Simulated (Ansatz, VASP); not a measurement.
Ti in VASP and in Ansatz

```
Ti
1.0
     0.00000    1.97722    1.92653
     1.97722    0.00000    1.92653
     1.97722    1.97722    0.00000
Ti
1
Cartesian
  0.0000 0.0000 0.0000
```

Change from the starting cell: strain -0.025 along x and y, -0.050 along z, atoms carried along.

Alike in both runs: task single point; functional PBEsol; k mesh 26 × 26 × 26; occupations gaussian, width 0.15 eV; no spin polarisation.

|  | VASP | Ansatz |
| --- | --- | --- |
| version | VASP 6.6.1 | Ansatz 0.2.0 |
| potentials or method | VASP PAW PBE potentials, release 64 (Ti_sv), cutoff 520 eV | scalar-relativistic, plane waves, PAW |
| valence electrons in the cell | 12 | 12 |

```csv
,VASP,Ansatz,Ansatz less VASP
gap on the k mesh at the Fermi level (eV),none,none,-
pressure (GPa),13.4,13.9,+0.50
"traceless stress, the component that is largest in VASP (GPa)",0.60,0.59,-0.012
```

VASP's potentials were made for PBE, not for PBEsol. A gap of «none» marks a metal or a gap that the smearing closes. With one functional, cell and mesh, what is left measures potentials, basis and numerics.
